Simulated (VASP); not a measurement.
# Ta2NbO3 (R-3m) in VASP: notebook

The runs below take Ta2NbO3 through single point, with PBE.

Everything below comes from runs of VASP 6.6.1. Logs are shortened: lines on timing, memory, paths and dates and some standing lists are left out, and cuts for length are marked.

**1. The cell of the first run**

It takes space group R-3m (No. 166, trigonal). The conventional cell has a = 4.802 Å, b = 4.802 Å, c = 11.941 Å, α = 90.00°, β = 90.00°, γ = 120.00°. Ta (site symmetry 3m) has 3 Nb at 2.82 Å and 9 O at 2.83 to 2.85 Å and 4 Ta at 2.94 to 2.99 Å within 3.7 Å. Nb (site symmetry -3m) has 6 O at 2.43 Å and 6 Ta at 2.82 Å within 3.2 Å. O (site symmetry 2/m) has 4 O at 2.40 Å and 2 Nb at 2.43 Å and 6 Ta at 2.83 to 2.85 Å within 3.2 Å.

**2. Single point, PBE**

File INCAR:

```
SYSTEM = Ta2NbO3
PREC     = Accurate       ! precision mode
ENCUT    = 520            ! plane-wave cutoff, eV
EDIFF    = 1E-7           ! SCF threshold, eV
ISMEAR   = 0              ! smearing method
SIGMA    = 0.1            ! smearing width, eV
LREAL    = .FALSE.        ! projectors in reciprocal space
LASPH    = .TRUE.         ! aspherical terms in the spheres
NELM     = 100            ! most SCF steps
ALGO     = Normal         ! electronic algorithm
ISIF     = 2              ! what is computed and relaxed
LWAVE    = .FALSE.        ! write WAVECAR
LCHARG   = .FALSE.        ! write CHGCAR
GGA      = PE             ! functional
NBANDS   = 36             ! bands
```

File KPOINTS:

```
regular mesh
0
G
  6 6 6
  0 0 0
```

File POSCAR:

```
Ta2NbO3
1.0
    2.4011630400      1.3863121300      3.9803252600
   -2.4011630400      1.3863121300      3.9803252600
    0.0000000000     -2.7726242500      3.9803252600
Ta Nb O
2 1 3
Direct
    0.8748720300      0.8748720300      0.8748720300
    0.1251279700      0.1251279700      0.1251279700
    0.5000000000      0.5000000000      0.5000000000
    0.0000000000      0.5000000000      0.5000000000
    0.5000000000      0.0000000000      0.5000000000
    0.5000000000      0.5000000000      0.0000000000
```

Potentials or basis: VASP PAW PBE potentials, release 64 (Ta_pv, Nb_sv, O).

Command:

```console
cat potpaw_PBE.64/Ta_pv/POTCAR potpaw_PBE.64/Nb_sv/POTCAR potpaw_PBE.64/O/POTCAR > POTCAR
mpirun -np 1 vasp_std > vasp.out
```

OUTCAR:

```text
SYSTEM = Ta2NbO3
   PREC = Accurate
   ENCUT = 520
   EDIFF = 1E-7
   ISMEAR = 0
   LREAL = .FALSE.
   LASPH = .TRUE.
   NELM = 100
   ISIF = 2
   GGA = PE

 ion  position               nearest neighbor table
   1  0.875  0.875  0.875-   3 2.82   3 2.82   3 2.82   2 2.94   2 2.94   2 2.94   2 2.99
   2  0.125  0.125  0.125-   3 2.82   3 2.82   3 2.82   1 2.94   1 2.94   1 2.94   1 2.99
   3  0.500  0.500  0.500-   6 2.43   6 2.43   4 2.43   5 2.43   5 2.43   4 2.43   1 2.82   2 2.82
                             1 2.82   2 2.82   1 2.82   2 2.82
   4  0.000  0.500  0.500-   3 2.43   3 2.43
   5  0.500  0.000  0.500-   3 2.43   3 2.43
   6  0.500  0.500  0.000-   3 2.43   3 2.43

  LATTYP: Found a trigonal (rhomboedric) cell.
 ALAT       =     4.8508179147
 COS(alpha) =     0.5099466644

  Lattice vectors:

 A1 = (   2.4011630400,   1.3863121300,   3.9803252600)
 A2 = (  -2.4011630400,   1.3863121300,   3.9803252600)
 A3 = (   0.0000000000,  -2.7726242500,   3.9803252600)

Analysis of symmetry for initial positions (statically):
=====================================================================
 Subroutine PRICEL returns:
 Original cell was already a primitive cell.

 Routine SETGRP: Setting up the symmetry group for a
 trigonal (rhombohedral) supercell.

 Subroutine GETGRP returns: Found 12 space group operations
 (whereof 12 operations were pure point group operations)
 out of a pool of 12 trial point group operations.

The static configuration has the point symmetry D_3d.

Analysis of symmetry for dynamics (positions and initial velocities):
=====================================================================
 Subroutine PRICEL returns:
 Original cell was already a primitive cell.

 Routine SETGRP: Setting up the symmetry group for a
 trigonal (rhombohedral) supercell.

 Subroutine GETGRP returns: Found 12 space group operations
 (whereof 12 operations were pure point group operations)
 out of a pool of 12 trial point group operations.

The dynamic configuration has the point symmetry D_3d.

 Subroutine INISYM returns: Found 12 space group operations
 (whereof 12 operations are pure point group operations),
 and found     1 'primitive' translations

----------------------------------------------------------------------------------------

                                     Primitive cell

  volume of cell :      79.4973

  direct lattice vectors                    reciprocal lattice vectors
[... 92 lines left out ...]
   LASPH  =      T    aspherical Exc in radial PAW
   ENCUT  =  520.0 eV  38.22 Ry    6.18 a.u.   9.02  9.02  9.02*2*pi/ulx,y,z
   NELM   =    100;   NELMIN=  2; NELMDL= -5     # of ELM steps
   EDIFF  = 0.1E-06   stopping-criterion for ELM
   LREAL  =      F    real-space projection
   EDIFFG = 0.1E-05   stopping-criterion for IOM
   NSW    =      0    number of steps for IOM
   IBRION =     -1    ionic relax: 0-MD 1-quasi-New 2-CG
   NFREE  =      0    steps in history (QN), initial steepest desc. (CG)
   ISIF   =      2    stress and relaxation
   ISYM   =      2    0-nonsym 1-usesym 2-fastsym
   POTIM  = 0.5000    time-step for ionic-motion
   TEBEG  =    0.0;   TEEND  =   0.0 temperature during run
   PSTRESS=    0.0 pullay stress
   NELECT =      53.0000    total number of electrons
   NUPDOWN=      -1.0000    fix difference up-down
   EMIN   =  10.00;   EMAX   =-10.00  energy-range for DOS
   EFERMI =   0.00;   METHOD = LEGACY
   ISMEAR =     0;   SIGMA  =   0.10  broadening in eV -4-tet -1-fermi 0-gaus
   EFERMI_NEDOS =   21; number of points for ismear=-14 and -15
   IALGO  =     38    algorithm
   IMIX   =      4    mixing-type and parameters
     AMIX     =   0.40;   BMIX     =  1.00
     AMIX_MAG =   1.60;   BMIX_MAG =  1.00
  volume/ion in A,a.u.               =      13.25        89.41
  Fermi-wavevector in a.u.,A,eV,Ry     =   1.430153  2.702598 27.828523  2.045339
  Thomas-Fermi vector in A             =   2.550030
   LORBIT       =      0    0 simple, 1 ext, 2 COOP (PROOUT), +10 PAW based schemes
   GGA     = PE    functional components
   LHFCALC =     F    Hartree Fock is set to
   AEXX    =    0.0000 exact exchange contribution
   IVDW    =     0    specifies the selected vdW correction
   LEPSILON=     F    determine dielectric tensor
   LRPA    =     F    only Hartree local field effects (RPA)
 non-spin polarized calculation
 Gauss-broadening in eV      SIGMA  =   0.10
  energy-cutoff  :      520.00
  volume of cell :       79.50
 maximum number of plane-waves:      2153
   NGX = 19   NGY = 19   NGZ = 19

 number of electron      53.0000017 magnetization

 Free energy of the ion-electron system (eV)
  ---------------------------------------------------
  ext. energy  EPLUGINS =         0.00000000
  ---------------------------------------------------
  free energy    TOTEN  =       -48.68527626 eV

  energy without entropy =      -48.65944922  energy(sigma->0) =      -48.67236274

 E-fermi :   6.4070     XC(G=0): -12.1944

 val. band max:        6.3818282954   @ k =   0.3333   0.1667   0.1667
 cond. band min:       6.4442114460   @ k =  -0.3333   0.3333   0.3333
 fundamental gap:      0.0623831506
 Fermi energy:         6.4069519562

 k-point     1 :       0.0000    0.0000    0.0000
  band No.  band energies     occupation
      1     -48.8300      2.00000
      2     -28.6080      2.00000
      3     -28.5813      2.00000
      4     -28.5813      2.00000
      5     -28.3376      2.00000
      6     -28.3125      2.00000
[... 925 lines left out ...]
     35      10.2718      0.00000
     36      10.6065      0.00000

 [... further k-points ...]
[... 5 lines left out ...]
  --------------------------------------------------------------------------------------
  -------------------------------------------------------------------------------------
  Total        3.4449896      3.4449896    -27.5901427      0.0000000     -0.0000000     -0.0000000
  in kB       69.4298162     69.4298161   -556.0476946      0.0000000     -0.0000005     -0.0000000
  external PRESSURE =    -139.0626875 kB  Pullay stress =       0.0000000 kB

 VOLUME and BASIS-vectors are now :
 -----------------------------------------------------------------------------
  energy-cutoff  :      520.00
  volume of cell :       79.50
      direct lattice vectors                 reciprocal lattice vectors
     2.401163040  1.386312130  3.980325260     0.208232424  0.120223046  0.083745250
    -2.401163040  1.386312130  3.980325260    -0.208232424  0.120223046  0.083745250
     0.000000000 -2.772624250  3.980325260     0.000000000 -0.240446092  0.083745250

 POSITION                                       TOTAL-FORCE (eV/Angst)
 -----------------------------------------------------------------------------------
      0.00000      0.00000     10.44683         0.000000      0.000000      0.706088
      0.00000      0.00000      1.49415         0.000000     -0.000000     -0.706088
      0.00000      0.00000      5.97049        -0.000000      0.000000      0.000000
     -1.20058     -0.69316      3.98033         0.000000      0.000000      0.000000
      1.20058     -0.69316      3.98033        -0.000000      0.000000     -0.000000
      0.00000      1.38631      3.98033         0.000000      0.000000      0.000000
 -----------------------------------------------------------------------------------
    total drift:                                0.000000     -0.000000      0.000000

  FREE ENERGIE OF THE ION-ELECTRON SYSTEM (eV)
  ---------------------------------------------------
  free  energy   TOTEN  =       -48.6852762611 eV

  energy  without entropy=      -48.6594492230  energy(sigma->0) =      -48.67236274
```

stdout:

```text
POSCAR found type information on POSCAR TaNbO
 POSCAR found :  3 types and       6 ions
 scaLAPACK will be used
 LDA part: xc-table for (Slater+PW92), standard interpolation
 POSCAR, INCAR and KPOINTS ok, starting setup
 FFT: planning ... GRIDC
 FFT: planning ... GRID_SOFT
 FFT: planning ... GRID
 WAVECAR not read
 entering main loop
```

Wall time 3 min (1 thread of Intel Xeon Platinum 8259CL at 2.50GHz (Skylake/Cascade Lake), shared host); peak memory 0.25 GiB.

What came out:

| Quantity | Value |
| --- | --- |
| Free energy | -48.6853 eV |
| Pressure | -13.9 GPa |
| Largest force | 0.706 eV/Å |

Forces on the atoms (eV/Å):
```
Ta   0.000  0.000  0.706
Ta   0.000  0.000 -0.706
Nb   0.000  0.000  0.000
O    0.000  0.000  0.000
O    0.000  0.000  0.000
O    0.000  0.000  0.000
```

Levels at points of the mesh, in eV from the Fermi level:
```tsv
k point	band 23	band 24	band 25	band 26	band 27	band 28	band 29	band 30
(0.00, 0.00, 0.00)	-0.81	-0.72	-0.33	-0.33	0.09	0.09	1.18	1.18
(0.50, 0.00, 0.00)	-1.63	-1.33	-1.16	-0.19	0.34	0.56	1.17	1.46
(0.50, 0.50, 0.00)	-1.86	-1.03	-0.38	-0.37	-0.15	0.68	0.81	1.07
(0.50, 0.50, 0.50)	-0.61	-0.61	-0.51	-0.51	0.12	0.12	0.61	0.61
```

Caveat: spin-orbit coupling is left out, which moves the levels of the heavy elements; an odd number of electrons without spin polarisation forces a metal; a magnetic or distorted state may lie lower.

**3. Single point, PBE**

This run uses another cell than the first one, of 14.94 Å³/atom, 1.128 times its volume.

Changes to INCAR since step 2:

```diff
@@ -3,3 +3,3 @@
 ENCUT    = 520            ! plane-wave cutoff, eV
-EDIFF    = 1E-7           ! SCF threshold, eV
+EDIFF    = 1E-6           ! SCF threshold, eV
 ISMEAR   = 0              ! smearing method
@@ -12,4 +12,6 @@
 LWAVE    = .FALSE.        ! write WAVECAR
-LCHARG   = .FALSE.        ! write CHGCAR
+LCHARG   = .TRUE.         ! write CHGCAR
 GGA      = PE             ! functional
+LELF     = .TRUE.         ! ELF
+LVHAR    = .TRUE.       
 NBANDS   = 36             ! bands
```

File KPOINTS:

```
Automatic mesh
0
G
  6 6 6
  0 0 0
```

File POSCAR:

```
Ta2NbO3
1.0
    2.5539890797      1.4745462843      3.9677555777
   -2.5539890797      1.4745462843      3.9677555777
    0.0000000000     -2.9490925637      3.9677555795
Ta Nb O
2 1 3
Direct
    0.7763247362      0.7763247362      0.7763247362
    0.2236752638      0.2236752638      0.2236752638
    0.5000000000      0.5000000000      0.5000000000
    0.0000000000      0.5000000000      0.5000000000
    0.5000000000      0.0000000000      0.5000000000
    0.5000000000      0.5000000000      0.0000000000
```

Potentials or basis: VASP PAW PBE potentials, release 64 (Ta_pv, Nb_sv, O).

Command:

```console
cat potpaw_PBE.64/Ta_pv/POTCAR potpaw_PBE.64/Nb_sv/POTCAR potpaw_PBE.64/O/POTCAR > POTCAR
mpirun -np 1 vasp_std > vasp.out
```

Run time: 4 min. Hardware: 1 thread of Intel Xeon Platinum 8259CL at 2.50GHz (Skylake/Cascade Lake), shared host; peak memory 0.29 GiB.

The run converged. Its results:

```
Free energy   : -55.6125 eV
Pressure      : 0.3 GPa
Largest force : 0.145 eV/Å
```

Forces in eV/Å, atoms in the order of the input:
```
Ta   0.000  0.000  0.145
Ta   0.000  0.000 -0.145
Nb   0.000  0.000  0.000
O    0.000  0.000  0.000
O    0.000  0.000  0.000
O    0.000  0.000  0.000
```

Levels at points of the mesh, in eV from the Fermi level:
| k point | band 24 | band 25 | band 26 | band 27 | band 28 | band 29 |
| --- | --- | --- | --- | --- | --- | --- |
| (0.00, 0.00, 0.00) | -1.82 | -1.82 | 0.08 | 0.08 | 0.37 | 1.09 |
| (0.50, 0.00, 0.00) | -1.86 | -0.52 | -0.21 | 0.76 | 0.79 | 0.87 |
| (0.50, 0.50, 0.00) | -1.52 | -1.20 | -0.99 | -0.31 | 0.46 | 0.77 |
| (0.50, 0.50, 0.50) | -1.06 | -1.06 | -1.05 | -0.62 | -0.62 | 2.30 |

Caveat: spin-orbit coupling is left out, which moves the levels of the heavy elements; an odd number of electrons without spin polarisation forces a metal; a magnetic or distorted state may lie lower.

**4. Single point, PBE**

This run uses another cell than the first one, of 14.94 Å³/atom, 1.128 times its volume.

Changes to INCAR since step 3:

```diff
@@ -2,3 +2,3 @@
 PREC     = Accurate       ! precision mode
-ENCUT    = 520            ! plane-wave cutoff, eV
+ENCUT    = 600            ! plane-wave cutoff, eV
 EDIFF    = 1E-6           ! SCF threshold, eV
@@ -8,3 +8,3 @@
 LASPH    = .TRUE.         ! aspherical terms in the spheres
-NELM     = 100            ! most SCF steps
+NELM     = 120            ! most SCF steps
 ALGO     = Normal         ! electronic algorithm
@@ -16,2 +16,3 @@
 LVHAR    = .TRUE.       
-NBANDS   = 36             ! bands
+NBANDS   = 38             ! bands
+GGA_COMPAT= .FALSE.
```

KPOINTS is that of step 3.

POSCAR is that of step 3.

Potentials or basis: VASP PAW PBE potentials, release 64 (Ta_sv_GW, Nb_sv, O).

Command:

```console
cat potpaw_PBE.64/Ta_sv_GW/POTCAR potpaw_PBE.64/Nb_sv/POTCAR potpaw_PBE.64/O/POTCAR > POTCAR
mpirun -np 1 vasp_std > vasp.out
```

It took 2.2 min on 1 thread of Intel Xeon 6975P-C (Granite Rapids), shared host; peak memory 0.33 GiB.

Results (log left out):

* Free energy: -60.6719 eV
* Pressure: -0.1 GPa
* Largest force: 0.074 eV/Å

Forces on the atoms (eV/Å):
```
Ta   0.000  0.000  0.074
Ta   0.000  0.000 -0.074
Nb   0.000  0.000  0.000
O    0.000  0.000  0.000
O    0.000  0.000  0.000
O    0.000  0.000  0.000
```

Levels at points of the mesh, in eV from the Fermi level:
| k point | band 25 | band 26 | band 27 | band 28 | band 29 | band 30 | band 31 | band 32 |
| --- | --- | --- | --- | --- | --- | --- | --- | --- |
| (0.00, 0.00, 0.00) | -2.90 | -1.82 | -1.82 | 0.07 | 0.07 | 0.37 | 1.09 | 1.09 |
| (0.50, 0.00, 0.00) | -2.70 | -1.86 | -0.52 | -0.22 | 0.76 | 0.78 | 0.87 | 1.62 |
| (0.50, 0.50, 0.00) | -2.13 | -1.52 | -1.20 | -0.99 | -0.30 | 0.46 | 0.77 | 0.98 |
| (0.50, 0.50, 0.50) | -1.41 | -1.06 | -1.06 | -1.05 | -0.62 | -0.62 | 2.30 | 2.30 |

Caveat: spin-orbit coupling is left out, which moves the levels of the heavy elements; an odd number of electrons without spin polarisation forces a metal; a magnetic or distorted state may lie lower.

**5. Overview**

| potentials or basis | cell | cutoff (eV) | second run | gap on the mesh (eV) | pressure (GPa) | largest force (eV/Å) |
| --- | --- | --- | --- | --- | --- | --- |
| VASP PAW PBE potentials, release 64 (Ta_pv, Nb_sv, O) | a = 4.851 Å, angles 59.3°, 6 atoms | 520 | - | none | -13.9 | 0.71 |
| VASP PAW PBE potentials, release 64 (Ta_pv, Nb_sv, O) | a = 4.944 Å, angles 62.2°, 6 atoms | 520 | - | none | 0.3 | 0.15 |
| VASP PAW PBE potentials, release 64 (Ta_sv_GW, Nb_sv, O) | a = 4.944 Å, angles 62.2°, 6 atoms | 600 | valence_matched | none | -0.1 | 0.07 |

Alike in all rows: task single point; level PBE; no spin polarisation; k mesh 6 × 6 × 6; smearing gaussian 0.1 eV.

Caveats: spin-orbit coupling is left out, which moves the levels of the heavy elements; an odd number of electrons without spin polarisation forces a metal; a magnetic or distorted state may lie lower.

Total energies depend on the potentials used, so only differences within one code and one set of settings carry meaning.
